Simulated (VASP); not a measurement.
Ti4C3:

```
CELL_PARAMETERS angstrom
4.32769 -0.02504 0.00511
-0.02504 4.32407 0.06199
-2.14617 -2.08699 4.27032
ATOMIC_POSITIONS crystal
Ti 0.51063 0.05934 0.03744
Ti 0.73132 0.77601 0.47987
Ti 0.22048 0.25199 0.41775
Ti 0.03474 0.41742 0.00719
C 0.77259 0.27580 0.48861
C 0.24306 0.74490 0.52772
C 0.98718 0.97454 0.04141
```

```yaml
Program: VASP 6.6.1
Task: relaxation of cell and atoms
Functional: PBE
Potentials_or_basis: VASP PAW PBE potentials, release 64 (Ti_sv, C)
Cutoff: 600 eV
k_mesh: 6 × 6 × 6
Occupations: gaussian, width 0.2 eV
Spin: no spin polarisation
```

At the start: pressure 20.3 GPa; volume 11.50 Å³/atom.

Question: Where does the relaxation end?

Answer: Over 16 steps the energy falls by 729.3 meV/atom and the volume is 11.56 Å³/atom (+0.5 %); space group P1 (No. 1, to 0.1 Å) before, I4/mmm (No. 139, to 0.1 Å).

The path:
```
step  energy change (eV)  largest force (eV/Å)  pressure (GPa)  volume (Å³)
   1              0.0000               12.7242           20.33        80.52
   2             -1.5394                2.6874          -23.27        98.50
   3             -3.2922                2.4090          -14.91        88.33
   4             -3.3106                2.4354          -14.08        87.91
   5             -3.3207                2.6594          -12.50        87.20
   6             -4.5136                1.9980            6.11        78.61
   7             -4.5238                2.0597            8.93        77.73
   8             -5.0077                1.0376            1.98        80.27
   9             -5.0083                1.0075            1.82        80.36
  10             -5.0896                0.2795           -2.47        81.78
  11             -5.0909                0.2896           -2.07        81.62
  12             -5.0994                0.2221            1.60        80.30
  13             -5.1018                0.1554            0.40        80.71
  14             -5.1045                0.0706            0.13        80.82
  15             -5.1047                0.0530            0.04        80.85
  16             -5.1050                0.0213           -0.07        80.89
```

Final structure:
```
Ti C
1.0
     4.31239    0.00071    0.00103
     0.00066    4.31204    0.00095
    -2.15681   -2.15779    4.34916
Ti C
4 3
Cartesian
  2.1568 4.3111 0.0015
  2.1563 2.1565 2.2896
  -0.0003 0.0006 2.0620
  0.0012 2.1550 0.0005
  2.1558 0.0004 2.1757
  -0.0001 2.1563 2.1754
  2.1561 2.1534 4.3506
```
